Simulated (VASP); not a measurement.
**CdSe: relaxation of cell and atoms with RPBE**

The system is CdSe.

```
Cd Se
1.0
     0.00000    2.87396    2.87396
     2.87396    0.00000    2.87396
     2.87396    2.87396    0.00000
Cd Se
1 1
Direct
  0.00000 0.00000 0.00000
  0.50000 0.50000 0.50000
```

| Item | Value |
| --- | --- |
| Program | VASP 6.6.1 |
| Task | relaxation of cell and atoms |
| Functional | RPBE |
| Potentials or basis | VASP PAW PBE potentials, release 64 (Cd, Se) |
| Cutoff | 600 eV |
| k mesh | 8 × 8 × 8 |
| Occupations | fermi-dirac, width 0.05 eV |
| Spin | no spin polarisation |
| Dipole correction | no |
| Further INCAR settings | ALGO = Normal; EDIFF = 1e-06; IBRION = 2; EDIFFG = -0.01; NSW = 60; ISIF = 3 |

| Item | Value |
| --- | --- |
| Relaxed volume | 24.66 Å³/atom |
| Relaxed cell | a = 4.116 Å, b = 4.116 Å, c = 4.116 Å, α = 60.00°, β = 60.00°, γ = 60.00° |
| Space group after relaxing (to 0.1 Å) | Fm-3m (No. 225) |
| Energy gained by relaxing | 6.1 meV/atom |
| Ionic steps | 3 |
| Pressure after relaxing | 0.0 GPa |
| Band gap on the k mesh | zero (bands 9 and 10 overlap by 0.32 eV) |

Step by step:
| step | energy change (eV) | largest force (eV/Å) | pressure (GPa) | volume (Å³) |
| --- | --- | --- | --- | --- |
| 1 | 0.0000 | 0.0000 | 2.19 | 47.48 |
| 2 | -0.0116 | 0.0000 | -0.43 | 49.74 |
| 3 | -0.0121 | 0.0000 | 0.02 | 49.32 |

Final structure:
```
Cd Se
1.0
     0.00000    2.91073    2.91073
     2.91073    0.00000    2.91073
     2.91073    2.91073    0.00000
Cd Se
1 1
Direct
  0.00000 0.00000 0.00000
  0.50000 0.50000 0.50000
```

Levels at points of the mesh, in eV from the Fermi level:
```tsv
k point	band 5	band 6	band 7	band 8	band 9	band 10	band 11	band 12	band 13
(0.00, 0.00, 0.00)	-7.95	-7.95	-0.63	-0.63	-0.63	-0.02	8.55	8.55	8.55
(0.50, 0.00, 0.00)	-7.83	-7.83	-4.78	-0.15	-0.15	3.07	5.26	5.26	5.62
(0.50, 0.50, 0.00)	-7.79	-7.36	-3.89	-1.98	-1.98	-0.43	5.50	9.45	10.04
```

Wall time 52 s on 1 thread of AMD EPYC 7R13, on a shared host, peak memory 0.17 GiB.

Caveat: semilocal functionals underestimate gaps, so a narrow gap can read as zero; the PAW data sets were made with another functional, which shifts forces and pressure a little.
